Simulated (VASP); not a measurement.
A run of VASP 6.6.1:

INCAR

```
SYSTEM = Co
PREC = Accurate
ENCUT = 520
EDIFF = 1E-6
ISMEAR = -1
SIGMA = 0.05
LREAL = .False.
LASPH = .True.
NELM = 150
ALGO = Normal
ISIF = 2
LWAVE = .False.
LCHARG = .False.
ISPIN = 2
MAGMOM = 2 2 2 2
LORBIT = 11
LMAXMIX = 4
GGA = RP
IVDW = 12
NBANDS = 30
```

File KPOINTS:

```
Automatic mesh
0
Gamma
  12 12 4
  0 0 0
```

POSCAR

```
Co
1.0
    2.4045654219      0.0000000000      0.0000000000
   -1.2022827110      2.0824147404      0.0000000000
    0.0000000000      0.0000000000      7.7972831957
Co
4
Direct
    0.6666666667      0.3333333333      0.7500000000
    0.0000000000      0.0000000000      0.5000000000
    0.3333333333      0.6666666667      0.2500000000
    0.0000000000      0.0000000000      0.0000000000
```

Potentials or basis: VASP PAW PBE potentials, release 64 (Co).

Command:

```console
$ cat potpaw_PBE.64/Co/POTCAR > POTCAR
$ mpirun -np 1 vasp_std > vasp.out
```

Hardware: 1 thread of Intel(R) Xeon(R) Platinum 8559C (Emerald Rapids), on a shared host.

Task: Estimate the wall time of this run.

Result: It took 93 s on 1 thread of Intel(R) Xeon(R) Platinum 8559C (Emerald Rapids) (shared host), peak memory 0.23 GiB. Counts: scf iterations 16, k points 57.
